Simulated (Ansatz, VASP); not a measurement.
## Two plane-wave programs on SrTl2Co2

```
CELL_PARAMETERS angstrom
0.00000 4.10052 0.00000
4.10052 0.00000 0.00000
2.05026 2.05026 -6.27400
ATOMIC_POSITIONS crystal
Tl 0.35250 0.35250 0.29500
Tl 0.64750 0.64750 0.70500
Sr 0.00000 0.00000 0.00000
Co 0.75000 0.25000 0.50000
Co 0.25000 0.75000 0.50000
```

Alike in both runs: task single point; functional r2SCAN; k mesh 9 × 9 × 9; no spin polarisation.

|  | VASP | Ansatz |
| --- | --- | --- |
| version | VASP 6.6.1 | Ansatz 0.2.0 |
| potentials or method | VASP PAW PBE potentials, release 64 (Tl_d, Sr_sv, Co), cutoff 520 eV | PAW plane waves |
| occupations | methfessel-paxton of order 1, width 0.2331 eV | cold, width 0.2331 eV |
| valence electrons in the cell | 54 | 70 |

|  | VASP | Ansatz | Ansatz less VASP |
| --- | --- | --- | --- |
| pressure (GPa) | 9.9 | 9.5 | -0.39 |
| traceless stress, the component that is largest in VASP (GPa) | -4.59 | -4.59 | +0.008 |
| rms of the force components (eV/Å) | 0.854 | 0.835 | -0.0189 |

VASP's potentials were made for PBE, not for r2SCAN. Atom by atom the forces differ by 0.019 eV/Å (rms over components). VASP's potentials hold 54 valence electrons a cell and Ansatz's 70, so a difference there can come from the potentials and not from the codes.

Spin-orbit coupling is off throughout.
